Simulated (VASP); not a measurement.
# WS2 in VASP: a series of runs

The runs below take WS2 through single point, with PBE+D3(BJ).

Everything below comes from runs of VASP 6.6.1. Logs are shortened: lines on timing, memory, paths and dates and some standing lists are left out, and cuts for length are marked.

## (1) The cell of the first run

The cell holds a slab with vacuum, 6 atoms: a = 3.160 Å, b = 3.160 Å, c = 23.804 Å, α = 90.00°, β = 90.00°, γ = 120.00°.

## (2) Single point, PBE+D3(BJ)

File INCAR:

```
SYSTEM = WS2
  ALGO = Normal
  DIPOL = 0.5 0.5 0.383
  EDIFF = 1E-6
  ENCUT = 520
  GGA = PE
  IDIPOL = 3
  ISIF = 2
  ISMEAR = 0
  IVDW = 12
  LASPH = .True.
  LCHARG = .False.
  LDIPOL = .True.
  LREAL = .False.
  LWAVE = .False.
  NBANDS = 35
  NELM = 80
  PREC = Accurate
  SIGMA = 0.05
```

File KPOINTS:

```
k-points
0
Gamma
  9 9 1
  0 0 0
```

File POSCAR:

```
WS2
1.0
    3.1595457497      0.0000000000      0.0000000000
   -1.5797728749      2.7362468836      0.0000000000
    0.0000000000      0.0000000000     23.8042575719
S W
4 2
Direct
    0.3333333333      0.6666666667      0.1890418126
    0.3333333333      0.6666666667      0.3214605103
    0.8333333333      0.6666666667      0.4449678279
    0.8333333333      0.6666666667      0.5773865255
    0.6666666667      0.3333333333      0.2552511581
    0.5000000000      1.0000000000      0.5111771733
```

Potentials or basis: VASP PAW PBE potentials, release 64 (S, W_sv).

Command:

```
> cat potpaw_PBE.64/S/POTCAR potpaw_PBE.64/W_sv/POTCAR > POTCAR
> mpirun -np 1 vasp_std > vasp.out
```

OUTCAR:

```text
SYSTEM = WS2
   EDIFF = 1E-6
   ENCUT = 520
   GGA = PE
   ISIF = 2
   ISMEAR = 0
   IVDW = 12
   LASPH = .True.
   LREAL = .False.
   NELM = 80
   PREC = Accurate
 IVDW          = 12

 ion  position               nearest neighbor table
   1  0.333  0.667  0.189-   5 2.41   5 2.41   5 2.41
   2  0.333  0.667  0.321-   5 2.41   5 2.41   5 2.41
   3  0.833  0.667  0.445-   6 2.41   6 2.41   6 2.41
   4  0.833  0.667  0.577-   6 2.41   6 2.41   6 2.41
   5  0.667  0.333  0.255-   1 2.41   1 2.41   1 2.41   2 2.41   2 2.41   2 2.41
   6  0.500  0.000  0.511-   3 2.41   3 2.41   3 2.41   4 2.41   4 2.41   4 2.41

  LATTYP: Found a hexagonal cell.
 ALAT       =     3.1595457497
 C/A-ratio  =     7.5340759266

  Lattice vectors:

 A1 = (   3.1595457497,   0.0000000000,   0.0000000000)
 A2 = (  -1.5797728749,   2.7362468836,   0.0000000000)
 A3 = (   0.0000000000,   0.0000000000,  23.8042575719)

Analysis of symmetry for initial positions (statically):
=====================================================================
 Subroutine PRICEL returns:
 Original cell was already a primitive cell.

 Routine SETGRP: Setting up the symmetry group for a
 hexagonal supercell.

 Subroutine GETGRP returns: Found  4 space group operations
 (whereof  2 operations were pure point group operations)
 out of a pool of 24 trial point group operations.

The static configuration has the point symmetry C_1h.
 The point group associated with its full space group is C_2h.

Analysis of symmetry for dynamics (positions and initial velocities):
=====================================================================
 Subroutine PRICEL returns:
 Original cell was already a primitive cell.

 Routine SETGRP: Setting up the symmetry group for a
 hexagonal supercell.

 Subroutine GETGRP returns: Found  4 space group operations
 (whereof  2 operations were pure point group operations)
 out of a pool of 24 trial point group operations.

The dynamic configuration has the point symmetry C_1h.
 The point group associated with its full space group is C_2h.

 Subroutine INISYM returns: Found  4 space group operations
 (whereof  2 operations are pure point group operations),
 and found     1 'primitive' translations

----------------------------------------------------------------------------------------

                                     Primitive cell

  volume of cell :     205.7949

  direct lattice vectors                    reciprocal lattice vectors
     3.159545750  0.000000000  0.000000000     0.316501193  0.182732049  0.000000000
    -1.579772875  2.736246884  0.000000000     0.000000000  0.365464098  0.000000000
     0.000000000  0.000000000 23.804257572     0.000000000  0.000000000  0.042009292

  length of vectors
     3.159545750  3.159545750 23.804257572     0.365464098  0.365464098  0.042009292

  position of ions in fractional coordinates (direct lattice)
     0.333333333  0.666666667  0.189041813
     0.333333333  0.666666667  0.321460510
     0.833333333  0.666666667  0.444967828
     0.833333333  0.666666667  0.577386526
     0.666666667  0.333333333  0.255251158
     0.500000000  0.000000000  0.511177173

  ion indices of the primitive-cell ions
   primitive index   ion index
                 1           1
                 2           2
                 3           3
                 4           4
                 5           5
                 6           6

----------------------------------------------------------------------------------------

 KPOINTS: k-points

Automatic generation of k-mesh.
 Grid dimensions read from file:
 generate k-points for:    9    9    1

 Generating k-lattice:

  Cartesian coordinates                     Fractional coordinates (reciprocal lattice)
     0.035166799  0.020303561  0.000000000     0.111111111 -0.000000000  0.000000000
     0.000000000  0.040607122  0.000000000     0.000000000  0.111111111  0.000000000
     0.000000000  0.000000000  0.042009292     0.000000000  0.000000000  1.000000000

  Length of vectors
     0.040607122  0.040607122  0.042009292

  Shift w.r.t. Gamma in fractional coordinates (k-lattice)
     0.000000000  0.000000000  0.000000000

 Subroutine IBZKPT returns following result:
 ===========================================

 Found     25 irreducible k-points:

 Following reciprocal coordinates:
            Coordinates               Weight
  0.000000  0.000000  0.000000      1.000000
  0.111111 -0.000000  0.000000      4.000000
  0.000000  0.111111  0.000000      2.000000
  0.222222  0.000000  0.000000      4.000000
  0.000000  0.222222  0.000000      2.000000
  0.333333 -0.000000  0.000000      4.000000
[... 16 lines left out ...]
 -0.222222 -0.444444  0.000000      4.000000
  0.444444  0.333333  0.000000      4.000000
   k-points           NKPTS =     25   k-points in BZ     NKDIM =     25   number of bands    NBANDS=     35
   number of dos      NEDOS =    301   number of ions     NIONS =      6
   total plane-waves  NPLWV = 103680
   dimension x,y,z NGX =    24 NGY =   24 NGZ =  180
   dimension x,y,z NGXF=    48 NGYF=   48 NGZF=  360
   ions per type =               4   2
   NGX,Y,Z   is equivalent  to a cutoff of  12.63, 12.63, 12.57 a.u.
   NGXF,Y,Z  is equivalent  to a cutoff of  25.26, 25.26, 25.14 a.u.
 SYSTEM =  WS2
   PREC   = accura    normal or accurate (medium, high low for compatibility)
   ISTART =      0    job   : 0-new  1-cont  2-samecut
   ICHARG =      2    charge: 1-file 2-atom 10-const
   ISPIN  =      1    spin polarized calculation?
   LNONCOLLINEAR =      F non collinear calculations
   LSORBIT =      F    spin-orbit coupling
   LASPH  =      T    aspherical Exc in radial PAW
   ENCUT  =  520.0 eV  38.22 Ry    6.18 a.u.   5.87  5.87 44.26*2*pi/ulx,y,z
   NELM   =     80;   NELMIN=  2; NELMDL= -5     # of ELM steps
   EDIFF  = 0.1E-05   stopping-criterion for ELM
   LREAL  =      F    real-space projection
   EDIFFG = 0.1E-04   stopping-criterion for IOM
   NSW    =      0    number of steps for IOM
   IBRION =     -1    ionic relax: 0-MD 1-quasi-New 2-CG
   NFREE  =      0    steps in history (QN), initial steepest desc. (CG)
   ISIF   =      2    stress and relaxation
   ISYM   =      2    0-nonsym 1-usesym 2-fastsym
   POTIM  = 0.5000    time-step for ionic-motion
   TEBEG  =    0.0;   TEEND  =   0.0 temperature during run
   PSTRESS=    0.0 pullay stress
   NELECT =      52.0000    total number of electrons
   NUPDOWN=      -1.0000    fix difference up-down
   EMIN   =  10.00;   EMAX   =-10.00  energy-range for DOS
   EFERMI =   0.00;   METHOD = LEGACY
   ISMEAR =     0;   SIGMA  =   0.05  broadening in eV -4-tet -1-fermi 0-gaus
   EFERMI_NEDOS =   21; number of points for ismear=-14 and -15
   IALGO  =     38    algorithm
   IMIX   =      4    mixing-type and parameters
     AMIX     =   0.40;   BMIX     =  1.00
     AMIX_MAG =   1.60;   BMIX_MAG =  1.00
  volume/ion in A,a.u.               =      34.30       231.46
  Fermi-wavevector in a.u.,A,eV,Ry     =   1.034978  1.955825 14.574279  1.071179
  Thomas-Fermi vector in A             =   2.169299
   LORBIT       =      0    0 simple, 1 ext, 2 COOP (PROOUT), +10 PAW based schemes
   GGA     = PE    functional components
   LHFCALC =     F    Hartree Fock is set to
   AEXX    =    0.0000 exact exchange contribution
   IVDW    =    12    specifies the selected vdW correction
   LEPSILON=     F    determine dielectric tensor
   LRPA    =     F    only Hartree local field effects (RPA)
 non-spin polarized calculation
 Gauss-broadening in eV      SIGMA  =   0.05
  energy-cutoff  :      520.00
  volume of cell :      205.79
 maximum number of plane-waves:      5566
   NGX = 11   NGY = 11   NGZ = 89

 dipolmoment           0.000000      0.000000      0.000098 electrons x Angstroem

 number of electron      51.9999994 magnetization

 dipolmoment           0.000000      0.000000     -0.000009 electrons x Angstroem

 Free energy of the ion-electron system (eV)
  ---------------------------------------------------
  ext. energy  EPLUGINS =         0.00000000
  ---------------------------------------------------
  free energy    TOTEN  =       -47.23773314 eV

  energy without entropy =      -47.23773314  energy(sigma->0) =      -47.23773314

 E-fermi :   1.6061     XC(G=0):  -6.0896

 val. band max:        1.2439665191   @ k =   0.0000   0.0000   0.0000
 cond. band min:       2.6735206813   @ k =  -0.1111   0.3333   0.0000
 fundamental gap:      1.4295541622
 Fermi energy:         1.6061301085

 k-point     1 :       0.0000    0.0000    0.0000
  band No.  band energies     occupation
      1     -73.1909      2.00000
      2     -73.1908      2.00000
      3     -37.4443      2.00000
      4     -37.4442      2.00000
      5     -37.2687      2.00000
      6     -37.2686      2.00000
[... 27 lines left out ...]
     34       3.9722      0.00000
     35       5.8818      0.00000

 k-point     2 :       0.1111   -0.0000    0.0000
  band No.  band energies     occupation
      1     -73.1887      2.00000
      2     -73.1886      2.00000
      3     -37.4366      2.00000
      4     -37.4365      2.00000
      5     -37.3111      2.00000
      6     -37.3110      2.00000
[... 27 lines left out ...]
     34       4.1051      0.00000
     35       6.2407      0.00000

 k-point     3 :       0.0000    0.1111    0.0000
  band No.  band energies     occupation
      1     -73.1887      2.00000
      2     -73.1886      2.00000
      3     -37.4366      2.00000
      4     -37.4365      2.00000
      5     -37.3114      2.00000
      6     -37.3114      2.00000
[... 27 lines left out ...]
     34       4.1733      0.00000
     35       6.2390      0.00000
[... 723 lines left out ...]
 k-point    23 :      -0.2222   -0.4444    0.0000
  band No.  band energies     occupation
      1     -73.1711      2.00000
      2     -73.1711      2.00000
      3     -37.5718      2.00000
      4     -37.5718      2.00000
      5     -37.4366      2.00000
      6     -37.4365      2.00000
[... 27 lines left out ...]
     34       6.1846      0.00000
     35       6.7077      0.00000

 k-point    24 :       0.4444    0.3333    0.0000
  band No.  band energies     occupation
      1     -73.1711      2.00000
      2     -73.1711      2.00000
      3     -37.5714      2.00000
      4     -37.5713      2.00000
      5     -37.4371      2.00000
      6     -37.4370      2.00000
[... 27 lines left out ...]
     34       6.1165      0.00000
     35       7.0450      0.00000

 [... further k-points ...]

------------------------ aborting loop because EDIFF is reached ----------------------------------------

 vacuum level on the upper side and lower side of the slab       (xc-potential included)        -0.180        -0.182

 Edisp (eV)   -2.21445

 E8    (eV) :    -0.9618

  FORCE on cell =-STRESS in cart. coord.  units (eV):
  Direction    XX          YY          ZZ          XY          YZ          ZX
  --------------------------------------------------------------------------------------
  -------------------------------------------------------------------------------------
  Total      -0.03825    -0.29265    -0.04047     0.00000    -0.08184     0.00000
  in kB      -0.29779    -2.27835    -0.31509     0.00000    -0.63712     0.00000
  external pressure =       -0.96 kB  Pullay stress =        0.00 kB

 VOLUME and BASIS-vectors are now :
 -----------------------------------------------------------------------------
  energy-cutoff  :      520.00
  volume of cell :      205.79
      direct lattice vectors                 reciprocal lattice vectors
     3.159545750  0.000000000  0.000000000     0.316501193  0.182732049  0.000000000
    -1.579772875  2.736246884  0.000000000     0.000000000  0.365464098  0.000000000
     0.000000000  0.000000000 23.804257572     0.000000000  0.000000000  0.042009292

 POSITION                                       TOTAL-FORCE (eV/Angst)
 -----------------------------------------------------------------------------------
     -0.00000      1.82416      4.50000         0.000000     -0.008105      0.004421
     -0.00000      1.82416      7.65213        -0.000000      0.005531     -0.116710
      1.57977      1.82416     10.59213         0.000000     -0.005531      0.116710
      1.57977      1.82416     13.74426        -0.000000      0.008105     -0.004421
      1.57977      0.91208      6.07606        -0.000000      0.023003      0.043584
      1.57977      0.00000     12.16819         0.000000     -0.023003     -0.043584
 -----------------------------------------------------------------------------------
    total drift:                                0.000000     -0.000000     -0.000634

  FREE ENERGIE OF THE ION-ELECTRON SYSTEM (eV)
  ---------------------------------------------------
  free  energy   TOTEN  =       -49.4521871558 eV

  energy  without entropy=      -49.4521871558  energy(sigma->0) =      -49.45218716

 vacuum level on the upper side and lower side of the slab         6.331         6.329
```

It took 7.8 min on 1 thread of AMD EPYC 7R43 (Zen 3), shared host; peak memory 0.34 GiB.

Results:

| Quantity | Value |
| --- | --- |
| Free energy | -49.4522 eV |
| Largest force | 0.117 eV/Å |
| Band gap on the k mesh | 1.43 eV, indirect (least direct gap 1.89 eV) |
| Dispersion energy per atom | -0.369 eV |

Forces in eV/Å, atoms in the order of the input:
```
S    0.000 -0.008  0.004
S    0.000  0.006 -0.117
S    0.000 -0.006  0.117
S    0.000  0.008 -0.004
W    0.000  0.023  0.044
W    0.000 -0.023 -0.044
```

Caveat: spin-orbit coupling is left out, which moves the levels of the heavy elements.

## (3) Single point, PBE+D3(BJ)

File INCAR:

```
  ALGO = Normal
  DIPOL = 0.5 0.5 0.394
  EDIFF = 1E-6
  ENCUT = 520
  GGA = PE
  IDIPOL = 3
  ISIF = 2
  ISMEAR = 0
  IVDW = 12
  LASPH = True
  LCHARG = False
  LDIPOL = True
  LREAL = False
  LWAVE = False
  NBANDS = 35
  NELM = 100
  PREC = Accurate
  SIGMA = 0.05
```

File KPOINTS:

```
k-points
0
Gamma
  9 9 1
```

File POSCAR:

```
WS2
1.0
    3.1595457497      0.0000000000      0.0000000000
   -1.5797728749      2.7362468836      0.0000000000
    0.0000000000      0.0000000000     23.8042575719
S W
4 2
Direct
    0.3333333333      0.6666666667      0.1890418126
    0.3333333333      0.6666666667      0.3214605103
    0.8333333333      0.6666666667      0.4668126596
    0.8333333333      0.6666666667      0.5992313572
    0.6666666667      0.3333333333      0.2552511581
    0.5000000000      1.0000000000      0.5330220050
```

Potentials or basis: VASP PAW PBE potentials, release 64 (S, W_sv).

Command:

```
> cat potpaw_PBE.64/S/POTCAR potpaw_PBE.64/W_sv/POTCAR > POTCAR
> mpirun -np 1 vasp_std > vasp.out
```

Run time: 8.1 min. Hardware: 1 thread of AMD EPYC 7R43 (Zen 3), shared host; peak memory 0.34 GiB.

The run converged. Its results:

| Quantity | Value |
| --- | --- |
| Free energy | -49.4302 eV |
| Largest force | 0.052 eV/Å |
| Band gap on the k mesh | 1.76 eV, indirect (least direct gap 1.91 eV) |
| Dispersion energy per atom | -0.352 eV |

Forces on the atoms (eV/Å):
```
S    0.000 -0.002  0.005
S    0.000  0.004  0.052
S    0.000 -0.004 -0.052
S    0.000  0.002 -0.005
W    0.000  0.005  0.047
W    0.000 -0.005 -0.047
```

Levels at points of the mesh, in eV from the valence-band top:
| k point | band 22 | band 23 | band 24 | band 25 | band 26 | band 27 | band 28 | band 29 | band 30 | band 31 |
| --- | --- | --- | --- | --- | --- | --- | --- | --- | --- | --- |
| (0.00, 0.00, 0.00) | -1.73 | -1.73 | -1.73 | -0.47 | 0.00 | 2.75 | 2.76 | 2.77 | 2.78 | 2.88 |

Caveat: spin-orbit coupling is left out, which moves the levels of the heavy elements.

## (4) Single point, PBE+D3(BJ)

File INCAR:

```
ALGO = Normal
DIPOL = 0.5 0.5 0.408
EDIFF = 1E-6
ENCUT = 520
GGA = PE
IDIPOL = 3
ISIF = 2
ISMEAR = 0
IVDW = 12
LASPH = T
LCHARG = T
LDIPOL = T
LELF = T
LREAL = F
LVACPOTAV = T
LVHAR = T
LWAVE = F
NBANDS = 35
NELM = 60
PREC = Accurate
SIGMA = 0.05
```

KPOINTS is that of step 3.

File POSCAR:

```
WS2
1.0
    3.1595457497      0.0000000000      0.0000000000
   -1.5797728749      2.7362468836      0.0000000000
    0.0000000000      0.0000000000     23.8042575719
S W
4 2
Direct
    0.3333333333      0.6666666667      0.1890418126
    0.3333333333      0.6666666667      0.3214605103
    0.8333333333      0.6666666667      0.4953789779
    0.8333333333      0.6666666667      0.6277976756
    0.6666666667      0.3333333333      0.2552511581
    0.5000000000      1.0000000000      0.5615883234
```

Command:

```
> cat potpaw_PBE.64/S/POTCAR potpaw_PBE.64/W_sv/POTCAR > POTCAR
> mpirun -np 1 vasp_std > vasp.out
```

Run time: 2.4 min. Hardware: 1 thread of AMD EPYC 9R45 (Zen 5), shared host; peak memory 0.37 GiB.

It converged, with:

```yaml
Free_energy: -49.3547 eV
Largest_force: 0.066 eV/Å
Band_gap_on_the_k_mesh: 1.92 eV, direct
Dispersion_energy_per_atom: -0.336 eV
```

Forces in eV/Å, atoms in the order of the input:
```
S    0.000  0.000  0.002
S    0.000  0.001  0.066
S    0.000 -0.001 -0.066
S    0.000  0.000 -0.002
W    0.000  0.001  0.033
W    0.000 -0.001 -0.033
```

Levels at points of the mesh, in eV from the valence-band top:
| k point | band 24 | band 25 | band 26 | band 27 | band 28 | band 29 |
| --- | --- | --- | --- | --- | --- | --- |
| (0.00, 0.00, 0.00) | -1.57 | -0.25 | 0.00 | 2.93 | 2.93 | 2.93 |

Caveat: spin-orbit coupling is left out, which moves the levels of the heavy elements.
